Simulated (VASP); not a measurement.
# CeO2 (Fm-3m) in VASP: single point with PBE

Aim: the single point of CeO2 with PBE.

Program: VASP 6.6.1. These are calculated values, not measurements. Logs are shortened: lines on timing, memory, paths and dates and some standing lists are left out, and cuts for length are marked.

## Step 1: The cell of the first run

It takes space group Fm-3m (No. 225, cubic). The conventional cell has a = 5.464 Å, b = 5.464 Å, c = 5.464 Å, α = 90.00°, β = 90.00°, γ = 90.00°. Ce (site symmetry m-3m) has 8 O at 2.37 Å within 3.1 Å. Within 3.1 Å of O (site symmetry -43m) lie 4 Ce at 2.37 Å and 6 O at 2.73 Å.

## Step 2: Single point, PBE

POSCAR

```
CeO2
1.0
    0.0000000000      2.7321286902      2.7321286902
    2.7321286902      0.0000000000      2.7321286902
    2.7321286902      2.7321286902      0.0000000000
Ce O
1 2
Direct
    0.0000000000      0.0000000000      0.0000000000
    0.2500000000      0.2500000000      0.2500000000
    0.7500000000      0.7500000000      0.7500000000
```

INCAR.step1

```
SYSTEM = CeO2
PREC = Accurate
ENCUT = 520
EDIFF = 1E-6
ISMEAR = 0
SIGMA = 0.05
LREAL = .FALSE.
LASPH = .TRUE.
NELM = 60
ALGO = Normal
ISIF = 2
LWAVE = .FALSE.
LCHARG = .TRUE.
LMAXMIX = 6
GGA = PE
NBANDS = 19
```

KPOINTS.step1

```
Automatic mesh
0
G
  12 12 12
  0 0 0
```

INCAR.step2

```
SYSTEM = CeO2
PREC = Accurate
ENCUT = 520
EDIFF = 1E-6
ISMEAR = -5
SIGMA = 0.05
LREAL = .FALSE.
LASPH = .TRUE.
NELM = 60
ALGO = Normal
ISIF = 2
LWAVE = .FALSE.
LCHARG = .FALSE.
LMAXMIX = 6
GGA = PE
LORBIT = 11
NEDOS = 1001
ICHARG = 11
```

KPOINTS.step2

```
Automatic mesh
0
G
  18 18 18
  0 0 0
```

Potentials or basis: VASP PAW PBE potentials, release 64 (Ce, O).

Run with:

```sh
$ cat potpaw_PBE.64/Ce/POTCAR potpaw_PBE.64/O/POTCAR > POTCAR
$ cp INCAR.step1 INCAR
$ cp KPOINTS.step1 KPOINTS
$ mpirun -np 1 vasp_std > vasp.out
$ cp INCAR.step2 INCAR
$ cp KPOINTS.step2 KPOINTS
$ mpirun -np 1 vasp_std > vasp.out
```

OUTCAR:

```text
SYSTEM = CeO2
   PREC = Accurate
   ENCUT = 520
   EDIFF = 1E-6
   ISMEAR = -5
   LREAL = .FALSE.
   LASPH = .TRUE.
   NELM = 60
   ISIF = 2
   GGA = PE
   LORBIT = 11
   ICHARG = 11

 ion  position               nearest neighbor table
   1  0.000  0.000  0.000-   2 2.37   3 2.37   3 2.37   3 2.37   3 2.37   2 2.37   2 2.37   2 2.37

   2  0.250  0.250  0.250-   1 2.37   1 2.37   1 2.37   1 2.37
   3  0.750  0.750  0.750-   1 2.37   1 2.37   1 2.37   1 2.37

  LATTYP: Found a face centered cubic cell.
 ALAT       =     5.4642573804

  Lattice vectors:

 A1 = (   0.0000000000,   2.7321286902,   2.7321286902)
 A2 = (   2.7321286902,   0.0000000000,   2.7321286902)
 A3 = (   2.7321286902,   2.7321286902,   0.0000000000)

Analysis of symmetry for initial positions (statically):
=====================================================================
 Subroutine PRICEL returns:
 Original cell was already a primitive cell.

 Routine SETGRP: Setting up the symmetry group for a
 face centered cubic supercell.

 Subroutine GETGRP returns: Found 48 space group operations
 (whereof 48 operations were pure point group operations)
 out of a pool of 48 trial point group operations.

The static configuration has the point symmetry O_h .

Analysis of symmetry for dynamics (positions and initial velocities):
=====================================================================
 Subroutine PRICEL returns:
 Original cell was already a primitive cell.

 Routine SETGRP: Setting up the symmetry group for a
 face centered cubic supercell.

 Subroutine GETGRP returns: Found 48 space group operations
 (whereof 48 operations were pure point group operations)
 out of a pool of 48 trial point group operations.

The dynamic configuration has the point symmetry O_h .

 Subroutine INISYM returns: Found 48 space group operations
 (whereof 48 operations are pure point group operations),
 and found     1 'primitive' translations

----------------------------------------------------------------------------------------

                                     Primitive cell

  volume of cell :      40.7881

  direct lattice vectors                    reciprocal lattice vectors
     0.000000000  2.732128690  2.732128690    -0.183007485  0.183007485  0.183007485
[... 92 lines left out ...]
   EDIFFG = 0.1E-04   stopping-criterion for IOM
   NSW    =      0    number of steps for IOM
   IBRION =     -1    ionic relax: 0-MD 1-quasi-New 2-CG
   NFREE  =      0    steps in history (QN), initial steepest desc. (CG)
   ISIF   =      2    stress and relaxation
   ISYM   =      2    0-nonsym 1-usesym 2-fastsym
   POTIM  = 0.5000    time-step for ionic-motion
   TEBEG  =    0.0;   TEEND  =   0.0 temperature during run
   PSTRESS=    0.0 pullay stress
   NELECT =      24.0000    total number of electrons
   NUPDOWN=      -1.0000    fix difference up-down
   EMIN   =  10.00;   EMAX   =-10.00  energy-range for DOS
   EFERMI =   0.00;   METHOD = LEGACY
   ISMEAR =    -5;   SIGMA  =   0.05  broadening in eV -4-tet -1-fermi 0-gaus
   EFERMI_NEDOS =   21; number of points for ismear=-14 and -15
   IALGO  =     38    algorithm
   IMIX   =      4    mixing-type and parameters
     AMIX     =   0.40;   BMIX     =  1.00
     AMIX_MAG =   1.60;   BMIX_MAG =  1.00
  volume/ion in A,a.u.               =      13.60        91.75
  Fermi-wavevector in a.u.,A,eV,Ry     =   1.371831  2.592386 25.605098  1.881922
  Thomas-Fermi vector in A             =   2.497493
   LORBIT       =     11    0 simple, 1 ext, 2 COOP (PROOUT), +10 PAW based schemes
   GGA     = PE    functional components
   LHFCALC =     F    Hartree Fock is set to
   AEXX    =    0.0000 exact exchange contribution
   IVDW    =     0    specifies the selected vdW correction
   LEPSILON=     F    determine dielectric tensor
   LRPA    =     F    only Hartree local field effects (RPA)
 non-spin polarized calculation
 Fermi weights with tetrahedron method with Bloechl corrections
  energy-cutoff  :      520.00
  volume of cell :       40.79
 maximum number of plane-waves:      1113
 NGX is ok and might be reduce to    30

 number of electron      23.9999992 magnetization

 Free energy of the ion-electron system (eV)
  ---------------------------------------------------
  ext. energy  EPLUGINS =         0.00000000
  ---------------------------------------------------
  free energy    TOTEN  =       -26.23008627 eV

  energy without entropy =      -26.23008627  energy(sigma->0) =      -26.23008627

 E-fermi :   5.0688     XC(G=0): -11.1672

 val. band max:        5.0472360108   @ k =  -0.2778   0.2778   0.0000
 cond. band min:       6.9069043720   @ k =   0.5000   0.0000   0.0000
 fundamental gap:      1.8596683612
 Fermi energy:         5.0688102871

 k-point     1 :       0.0000    0.0000    0.0000
  band No.  band energies     occupation
      1     -27.4319      2.00000
      2     -11.2243      2.00000
      3     -10.2770      2.00000
      4      -9.6100      2.00000
      5      -9.6100      2.00000
      6      -9.6100      2.00000
[... 433 lines left out ...]
      3     -10.7793      2.00000
      4      -9.7007      2.00000
      5      -9.6193      2.00000
      6      -8.2628      2.00000
[... 8 lines left out ...]
     15       7.2194      0.00000
     16       7.4088      0.00000

 [... further k-points ...]
[... 5 lines left out ...]
  --------------------------------------------------------------------------------------
  -------------------------------------------------------------------------------------
  Total       -0.0199991     -0.0199991     -0.0199991     -0.0000000     -0.0000000      0.0000000
  in kB       -0.7855741     -0.7855741     -0.7855741     -0.0000000     -0.0000000      0.0000000
  external PRESSURE =      -0.7855741 kB  Pullay stress =       0.0000000 kB

 VOLUME and BASIS-vectors are now :
 -----------------------------------------------------------------------------
  energy-cutoff  :      520.00
  volume of cell :       40.79
      direct lattice vectors                 reciprocal lattice vectors
     0.000000000  2.732128690  2.732128690    -0.183007485  0.183007485  0.183007485
     2.732128690  0.000000000  2.732128690     0.183007485 -0.183007485  0.183007485
     2.732128690  2.732128690  0.000000000     0.183007485  0.183007485 -0.183007485

 POSITION                                       TOTAL-FORCE (eV/Angst)
 -----------------------------------------------------------------------------------
      0.00000      0.00000      0.00000        -0.000000     -0.000000      0.000000
      1.36606      1.36606      1.36606         0.000000      0.000000      0.000000
      4.09819      4.09819      4.09819        -0.000000     -0.000000     -0.000000
 -----------------------------------------------------------------------------------
    total drift:                                0.000000     -0.000000      0.000000

  FREE ENERGIE OF THE ION-ELECTRON SYSTEM (eV)
  ---------------------------------------------------
  free  energy   TOTEN  =       -26.2300862718 eV

  energy  without entropy=      -26.2300862718  energy(sigma->0) =      -26.23008627

 total charge

# of ion       s       p       d       f       tot
--------------------------------------------------
    1        2.019   5.805   0.856   0.949   9.629
    2        1.576   3.430   0.000   0.000   5.005
    3        1.576   3.430   0.000   0.000   5.005
--------------------------------------------------
tot          5.170  12.664   0.856   0.949  19.640
```

OUTCAR.step1:

```text
SYSTEM = CeO2
   PREC = Accurate
   ENCUT = 520
   EDIFF = 1E-6
   ISMEAR = 0
   LREAL = .FALSE.
   LASPH = .TRUE.
   NELM = 60
[... 753 lines left out ...]
      0.00000      0.00000      0.00000         0.000000      0.000000      0.000000
      1.36606      1.36606      1.36606         0.000000      0.000000      0.000000
      4.09819      4.09819      4.09819        -0.000000     -0.000000     -0.000000
 -----------------------------------------------------------------------------------
    total drift:                                0.000000     -0.000000      0.000000

  FREE ENERGIE OF THE ION-ELECTRON SYSTEM (eV)
  ---------------------------------------------------
  free  energy   TOTEN  =       -26.2300823250 eV

  energy  without entropy=      -26.2300823250  energy(sigma->0) =      -26.23008233
```

OSZICAR.step1:

```text
N       E                     dE             d eps       ncg     rms          rms(c)
DAV:   1     0.229684487797E+03    0.22968E+03   -0.11472E+04  2832   0.169E+03
DAV:   2     0.100738726145E+02   -0.21961E+03   -0.19112E+03  3493   0.286E+02
DAV:   3    -0.303576631281E+02   -0.40432E+02   -0.37662E+02  3297   0.142E+02
DAV:   4    -0.317427658689E+02   -0.13851E+01   -0.13830E+01  3725   0.261E+01
[... 11 lines left out ...]
DAV:  16    -0.262305126986E+02    0.12958E-02   -0.15143E-03  3629   0.493E-01    0.383E-01
DAV:  17    -0.262301120217E+02    0.40068E-03   -0.74370E-04  3710   0.337E-01    0.122E-01
DAV:  18    -0.262300981126E+02    0.13909E-04   -0.57312E-05  4062   0.561E-02    0.818E-02
DAV:  19    -0.262300828346E+02    0.15278E-04   -0.22500E-05  3530   0.662E-02    0.219E-02
DAV:  20    -0.262300823250E+02    0.50963E-06   -0.22404E-06  2871   0.146E-02
   1 F= -.26230082E+02 E0= -.26230082E+02  d E =-.996550E-20
```

Wall time 2.9 min (1 thread of Intel Xeon Platinum 8259CL at 2.50GHz (Skylake/Cascade Lake), shared host); peak memory 0.28 GiB.

Results:

```
Valence electrons inside the program's atomic spheres : Ce 9.63; O 5.00
```

Caveat: spin-orbit coupling is left out, which moves the levels of the heavy elements; semilocal functionals describe open f shells poorly, which spoils levels, moments and volumes. Spin polarisation is off, so any magnetic state and its effect on volume and gap are missing.
